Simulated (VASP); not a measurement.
A run of VASP 6.6.1 is set up as follows.

Contents of INCAR:

```
SYSTEM = SiNi2
PREC = Accurate
ENCUT = 520
EDIFF = 1E-7
ISMEAR = 0
SIGMA = 0.1
LREAL = .False.
LASPH = .True.
NELM = 60
ALGO = Fast
ISIF = 2
LWAVE = .False.
LCHARG = .True.
GGA = PS
LELF = .True.
LVHAR = .True.
NBANDS = 33
```

File KPOINTS:

```
Automatic mesh
0
Gamma
  12 12 8
  0 0 0
```

POSCAR

```
SiNi2
1.0
    3.7137251076      0.0000000000      0.0000000000
   -1.8568625538      3.2161802859      0.0000000000
    0.0000000000      0.0000000000      5.0349929051
Si Ni
2 4
Direct
    0.3333333333      0.6666666667      0.7500000000
    0.6666666667      0.3333333333      0.2500000000
    0.0000000000      0.0000000000      0.0000000000
    0.0000000000      0.0000000000      0.5000000000
    0.3333333333      0.6666666667      0.2500000000
    0.6666666667      0.3333333333      0.7500000000
```

Potentials or basis: VASP PAW PBE potentials, release 64 (Si, Ni).

Run with:

```console
$ cat potpaw_PBE.64/Si/POTCAR potpaw_PBE.64/Ni/POTCAR > POTCAR
$ mpirun -np 1 vasp_std > vasp.out
```

**Question.** What does it give for the band gap on the k mesh?

**Answer.** Zero (bands 24 and 25 overlap by 4.07 eV).

**Question.** Predict the pressure.

**Answer.** 18.2 GPa.

Stress tensor (GPa, compression positive):
```
25.65  0.00  0.00
 0.00 25.65  0.00
 0.00  0.00  3.44
```

Caveat: the cell differs from its parent crystal (biaxial strain in the a-b plane: -4.0 %); the cell stands under pressure; the PAW data sets were made with another functional, which shifts forces and pressure a little. Spin polarisation is off, so any magnetic state and its effect on volume and gap are missing.
